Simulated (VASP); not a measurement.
# Ag (Pm-3m) in VASP: notebook, part 2 of 2

VASP 6.6.1. The steps go on from the part before.

## (3) Single point, PBEsol (volume scaled by 0.92)

INCAR reads:

```
SYSTEM = Ag
ALGO = Normal
EDIFF = 1E-6
ENCUT = 520
GGA = PS
ISIF = 2
ISMEAR = -1
LASPH = .TRUE.
LCHARG = .FALSE.
LREAL = .FALSE.
LWAVE = .FALSE.
NBANDS = 12
NELM = 60
PREC = Accurate
SIGMA = 0.05
```

KPOINTS reads:

```
k-points
0
G
  16 16 16
  0 0 0
```

POSCAR reads:

```
Ag
1.0
    2.6117530744      0.0000000000      0.0000000000
    0.0000000000      2.6117530744      0.0000000000
    0.0000000000      0.0000000000      2.6117530744
Ag
1
Direct
    0.0000000000      0.0000000000      0.0000000000
```

Potentials or basis: VASP PAW PBE potentials, release 64 (Ag).

On the command line:

```
$ cat potpaw_PBE.64/Ag/POTCAR > POTCAR
$ mpirun -np 1 vasp_std > vasp.out
```

Run time: 12 s. Hardware: 1 thread of Intel Xeon 6975P-C, shared host; peak memory 0.15 GiB.

It converged, with:

```
Free energy : -2.8726 eV
Pressure    : 8.9 GPa
```

Levels at points of the mesh, in eV from the Fermi level:
```csv
k point,band 3,band 4,band 5,band 6,band 7,band 8
"(0.00, 0.00, 0.00)",-6.42,-2.64,-2.64,-2.64,15.10,15.10
"(0.50, 0.00, 0.00)",-3.89,-3.89,-2.52,-0.92,2.39,17.62
"(0.50, 0.50, 0.00)",-3.66,-3.66,-1.67,4.05,4.05,9.02
"(0.50, 0.50, 0.50)",-5.78,-1.59,-1.59,9.40,9.40,9.40
```

Caveat: the cell differs from its parent crystal (volume scaled by 0.92); the PAW data sets were made with another functional, which shifts forces and pressure a little.

## (4) Single point, PBEsol

This run uses another cell than the first one, of 19.36 Å³/atom, 1.190 times its volume.

INCAR reads:

```
PREC = Accurate
ENCUT = 520
EDIFF = 1E-6
ISMEAR = -1
SIGMA = 0.05
LREAL = False
LASPH = True
NELM = 80
ALGO = Normal
ISIF = 2
LWAVE = False
LCHARG = False
GGA = PS
NBANDS = 12
```

KPOINTS reads:

```
Automatic mesh
0
Gamma
  16 16 16
```

POSCAR reads:

```
Ag
1.0
    2.6853619988      0.0000000000      0.0000000000
    0.0000000000      2.6853619988      0.0000000000
    0.0000000000      0.0000000000      2.6853619988
Ag
1
Direct
    0.0000000000      0.0000000000      0.0000000000
```

Potentials or basis: VASP PAW PBE potentials, release 64 (Ag).

On the command line:

```
$ cat potpaw_PBE.64/Ag/POTCAR > POTCAR
$ mpirun -np 1 vasp_std > vasp.out
```

OUTCAR:

```text
PREC = Accurate
   ENCUT = 520
   EDIFF = 1E-6
   ISMEAR = -1
   LREAL = False
   LASPH = True
   NELM = 80
   ISIF = 2
   GGA = PS

 ion  position               nearest neighbor table
   1  0.000  0.000  0.000-

  LATTYP: Found a simple cubic cell.
 ALAT       =     2.6853619988

  Lattice vectors:

 A1 = (   2.6853619988,   0.0000000000,   0.0000000000)
 A2 = (   0.0000000000,   2.6853619988,   0.0000000000)
 A3 = (   0.0000000000,   0.0000000000,   2.6853619988)

Analysis of symmetry for initial positions (statically):
=====================================================================
 Subroutine PRICEL returns:
 Original cell was already a primitive cell.

 Routine SETGRP: Setting up the symmetry group for a
 simple cubic supercell.

 Subroutine GETGRP returns: Found 48 space group operations
 (whereof 48 operations were pure point group operations)
 out of a pool of 48 trial point group operations.

The static configuration has the point symmetry O_h .

Analysis of symmetry for dynamics (positions and initial velocities):
[... 158 lines left out ...]

 val. band max:        6.4463138886   @ k =   0.3750   0.2500   0.1875
 cond. band min:       6.5145415495   @ k =   0.5000   0.1250   0.0000
 fundamental gap:      0.0682276608
 Fermi energy:         6.4606489480

 k-point     1 :       0.0000    0.0000    0.0000
  band No.  band energies     occupation
      1      -0.3144      2.00000
      2       0.5005      2.00000
      3       0.5005      2.00000
      4       3.8007      2.00000
      5       3.8007      2.00000
      6       3.8007      2.00000
      7      20.9223      0.00000
      8      20.9223      0.00000
      9      20.9223      0.00000
     10      26.3288      0.00000
     11      26.3288      0.00000
     12      26.7658      0.00000
[... 331 lines left out ...]
 k-point    24 :       0.5000    0.1250    0.0000
  band No.  band energies     occupation
      1       0.9608      2.00000
      2       1.5015      2.00000
      3       2.2019      2.00000
      4       2.7518      2.00000
      5       3.7438      2.00000
      6       6.5145      0.50783
      7       8.5498      0.00000
      8      22.7921      0.00000
      9      23.9274      0.00000
     10      25.2542      0.00000
     11      27.1145      0.00000
     12      30.2979      0.00000

 [... further k-points ...]
[... 5 lines left out ...]
  --------------------------------------------------------------------------------------
  -------------------------------------------------------------------------------------
  Total       -0.0261921     -0.0261921     -0.0261921      0.0000000      0.0000000      0.0000000
  in kB       -2.1670701     -2.1670701     -2.1670701      0.0000000      0.0000000      0.0000000
  external PRESSURE =      -2.1670701 kB  Pullay stress =       0.0000000 kB

 VOLUME and BASIS-vectors are now :
 -----------------------------------------------------------------------------
  energy-cutoff  :      520.00
  volume of cell :       19.36
      direct lattice vectors                 reciprocal lattice vectors
     2.685361999  0.000000000  0.000000000     0.372389272  0.000000000  0.000000000
     0.000000000  2.685361999  0.000000000     0.000000000  0.372389272  0.000000000
     0.000000000  0.000000000  2.685361999     0.000000000  0.000000000  0.372389272

 POSITION                                       TOTAL-FORCE (eV/Angst)
 -----------------------------------------------------------------------------------
      0.00000      0.00000      0.00000         0.000000      0.000000      0.000000
 -----------------------------------------------------------------------------------
    total drift:                               -0.000000      0.000000     -0.000000

  FREE ENERGIE OF THE ION-ELECTRON SYSTEM (eV)
  ---------------------------------------------------
  free  energy   TOTEN  =        -2.9116644248 eV

  energy  without entropy=       -2.9093746936  energy(sigma->0) =       -2.91051956
```

OSZICAR:

```text
N       E                     dE             d eps       ncg     rms          rms(c)
DAV:   1     0.513701213802E+02    0.51370E+02   -0.54426E+03  4024   0.814E+02
DAV:   2    -0.241731639716E+01   -0.53787E+02   -0.50709E+02  4548   0.189E+02
DAV:   3    -0.320300076336E+01   -0.78568E+00   -0.78533E+00  4608   0.246E+01
DAV:   4    -0.320552787755E+01   -0.25271E-02   -0.25270E-02  4400   0.143E+00
DAV:   5    -0.320555077134E+01   -0.22894E-04   -0.22893E-04  4676   0.125E-01    0.482E+00
DAV:   6    -0.292359322104E+01    0.28196E+00   -0.11693E+00  4324   0.943E+00    0.297E+00
DAV:   7    -0.291526322203E+01    0.83300E-02   -0.82661E-03  4416   0.863E-01    0.170E+00
DAV:   8    -0.291165209442E+01    0.36111E-02   -0.97977E-04  4376   0.219E-01    0.706E-02
DAV:   9    -0.291166156582E+01   -0.94714E-05   -0.13480E-05  4448   0.262E-02    0.115E-02
DAV:  10    -0.291166468428E+01   -0.31185E-05   -0.28693E-06  4596   0.139E-02    0.395E-03
DAV:  11    -0.291166442475E+01    0.25952E-06   -0.11661E-07  2332   0.280E-03
   1 F= -.29116644E+01 E0= -.29105196E+01  d E =-.228973E-02
```

stdout:

```text
POSCAR found type information on POSCAR Ag
 POSCAR found :  1 types and       1 ions
 scaLAPACK will be used
 -----------------------------------------------------------------------------
|                                                                             |
|                                                                             |
|     You enforced a specific xc type in the INCAR file but a different       |
|     I HOPE YOU KNOW WHAT YOU ARE DOING!                                     |
|                                                                             |
 -----------------------------------------------------------------------------

 LDA part: xc-table for (Slater+PW92), standard interpolation
 POSCAR, INCAR and KPOINTS ok, starting setup
 FFT: planning ... GRIDC
 FFT: planning ... GRID_SOFT
 FFT: planning ... GRID
 WAVECAR not read
 entering main loop
```

Wall time 15 s (1 thread of AMD EPYC 9R45 (Zen 5), shared host); peak memory 0.12 GiB.

Results:

* Free energy: -2.9117 eV
* Pressure: -0.2 GPa

Caveat: the PAW data sets were made with another functional, which shifts forces and pressure a little.

## (5) Single point, PBEsol

This run uses another cell than the first one, of 19.36 Å³/atom, 1.190 times its volume.

INCAR reads:

```
SYSTEM = Ag
  ALGO = Normal
  EDIFF = 1E-6
  ENCUT = 520
  GGA = PS
  ISIF = 2
  ISMEAR = -1
  LASPH = .True.
  LCHARG = .True.
  LELF = .True.
  LREAL = .False.
  LVHAR = .True.
  LWAVE = .False.
  NBANDS = 12
  NELM = 80
  PREC = Accurate
  SIGMA = 0.05
```

KPOINTS reads:

```
k-points
0
Gamma
  16 16 16
  0 0 0
```

POSCAR is that of step 4.

On the command line:

```
$ cat potpaw_PBE.64/Ag/POTCAR > POTCAR
$ mpirun -np 1 vasp_std > vasp.out
```

It took 16 s on 1 thread of AMD EPYC 9R45 (Zen 5), shared host; peak memory 0.12 GiB.

Results (log left out):

```yaml
Free_energy: -2.9117 eV
Pressure: -0.2 GPa
```

Levels at points of the mesh, in eV from the Fermi level:
| k point | band 3 | band 4 | band 5 | band 6 | band 7 | band 8 |
| --- | --- | --- | --- | --- | --- | --- |
| (0.00, 0.00, 0.00) | -5.96 | -2.66 | -2.66 | -2.66 | 14.46 | 14.46 |
| (0.50, 0.00, 0.00) | -3.74 | -3.74 | -2.56 | -0.67 | 1.99 | 17.30 |
| (0.50, 0.50, 0.00) | -3.54 | -3.54 | -1.82 | 3.94 | 3.94 | 8.09 |
| (0.50, 0.50, 0.50) | -5.37 | -1.75 | -1.75 | 8.85 | 8.85 | 8.85 |

Caveat: the PAW data sets were made with another functional, which shifts forces and pressure a little.

## (6) Overview

| cell | gap on the mesh (eV) | pressure (GPa) |
| --- | --- | --- |
| a = 2.534 Å, 1 atom | none | 24.4 |
| a = 2.612 Å, 1 atom | none | 8.9 |
| a = 2.685 Å, 1 atom | none | -0.2 |

Alike in all rows: task single point; level PBEsol; potentials or basis VASP PAW PBE potentials, release 64 (Ag); no spin polarisation; k mesh 16 × 16 × 16; cutoff (eV) 520; smearing fermi-dirac 0.05 eV.

Caveats: the PAW data sets were made with another functional, which shifts forces and pressure a little.

Absolute energies hang on the potentials; compare differences alone.
